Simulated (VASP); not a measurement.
Here is a VASP 6.6.1 calculation.

The input INCAR:

```
SYSTEM = MgSe5
ALGO = Normal
EDIFF = 1E-6
EDIFFG = -0.04
ENCUT = 600
GGA = PE
IBRION = 2
ISIF = 3
ISMEAR = 0
LASPH = .True.
LCHARG = .False.
LREAL = .False.
LWAVE = .False.
NELM = 60
NSW = 90
PREC = Accurate
SIGMA = 0.1
```

Contents of KPOINTS:

```
k-points
0
Gamma
  6 6 2
  0 0 0
```

File POSCAR:

```
MgSe5
1.0
    4.5316612600      0.0000000000      0.0000000000
   -2.2658306300      3.9245337700      0.0000000000
    0.0000000000      0.0000000000      9.5433330700
Mg Se
1 5
Direct
    0.0000000000      0.0000000000      0.5000000000
    0.3333333300      0.6666666700      0.0000000000
    0.6666666700      0.3333333300      0.0000000000
    0.0000000000      0.0000000000      0.0000000000
    0.0000000000      0.0000000000      0.7013662100
    0.0000000000      0.0000000000      0.2986337900
```

Potentials or basis: VASP PAW PBE potentials, release 64 (Mg, Se).

The run is started by

```console
$ cat potpaw_PBE.64/Mg/POTCAR potpaw_PBE.64/Se/POTCAR > POTCAR
$ mpirun -np 1 vasp_std > vasp.out
```

What does it give for the relaxed volume?

34.89 Å³/atom.

What does it give for the space group after relaxing (to 0.1 Å)?

P6/mmm (No. 191).

Forces in eV/Å, atoms in the order of the input:
```
Mg   0.000  0.000  0.000
Se   0.000  0.000  0.000
Se   0.000  0.000  0.000
Se   0.000  0.000  0.000
Se   0.000  0.000 -0.024
Se   0.000  0.000  0.024
```

Caveat: the volume moved by over 15 % at a fixed basis, so the end points are rough.
